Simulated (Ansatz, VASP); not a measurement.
# AlCo3: VASP beside Ansatz

INCAR

```
ALGO     = Normal         # electronic algorithm
EDIFF    = 1E-7           # SCF threshold, eV
ENCUT    = 520            # plane-wave cutoff, eV
ISIF     = 2              # what is computed and relaxed
ISMEAR   = -1             # smearing method
ISPIN    = 2              # spin polarisation
LASPH    = True           # aspherical terms in the spheres
LCHARG   = False          # write CHGCAR
LMAXMIX  = 4              # l up to which the mixer works
LORBIT   = 11             # projections on sites
LREAL    = False          # projectors in reciprocal space
LWAVE    = False          # write WAVECAR
MAGMOM   = 0 2.5 2.5 2.5  # initial moments
NBANDS   = 27             # bands
NELM     = 150            # most SCF steps
PREC     = Accurate       # precision mode
SIGMA    = 0.05           # smearing width, eV
```

The input KPOINTS:

```
k-points
0
Gamma
  10 10 10
```

POSCAR

```
AlCo3
1.0
    3.5749480000      0.0536242200      0.0000000000
    0.0536242200      3.5749480000      0.0000000000
    0.0000000000      0.0000000000      3.5749480000
Al Co
1 3
Direct
    0.0000000000      0.0000000000      0.0000000000
    0.5000000000      0.5000000000      0.0000000000
    0.5000000000      0.0000000000      0.5000000000
    0.0000000000      0.5000000000      0.5000000000
```

Input for Ansatz:

```yaml
crystal:
  lattice:
    - [3.574948, 0.05362422, 0.0]
    - [0.05362422, 3.574948, 0.0]
    - [0.0, 0.0, 3.574948]
  atoms:
    - { symbol: Al, position: [0.0, 0.0, 0.0] }
    - { symbol: Co, position: [0.5, 0.5, 0.0], spin: 2.5 }
    - { symbol: Co, position: [0.5, 0.0, 0.5], spin: 2.5 }
    - { symbol: Co, position: [0.0, 0.5, 0.5], spin: 2.5 }
accuracy: low
basis:
  ecutwfc: 520.0
kpoints:
  mp_grid:
    grid: [10, 10, 10]
hamiltonian:
  xc: lda
magnetization:
  spin_polarized: true
scf:
  occupations:
    method: fermi_dirac
    width: 0.05
```

Alike in both runs: task single point; functional LDA; k mesh 10 × 10 × 10; occupations fermi-dirac, width 0.05 eV; collinear spin.

```csv
,VASP,Ansatz
version,VASP 6.6.1,Ansatz 0.2.0
potentials or method,"VASP PAW LDA potentials, release 64 (Al, Co), cutoff 520 eV","plane waves, PAW"
valence electrons in the cell,30,54
```

|  | VASP | Ansatz | Ansatz less VASP |
| --- | --- | --- | --- |
| net moment per atom (μB) | 0.92 | 0.94 | +0.024 |
| size of the moment on the site where the two differ most (μB) | 1.24 | 1.29 | +0.053 |

LDA's correlation is that of Perdew and Zunger in VASP and of Perdew and Wang (1992) in Ansatz. Site moments also hang on the region over which each program counts them. VASP's potentials hold 30 valence electrons a cell and Ansatz's 54, so a difference there can come from the potentials and not from the codes.
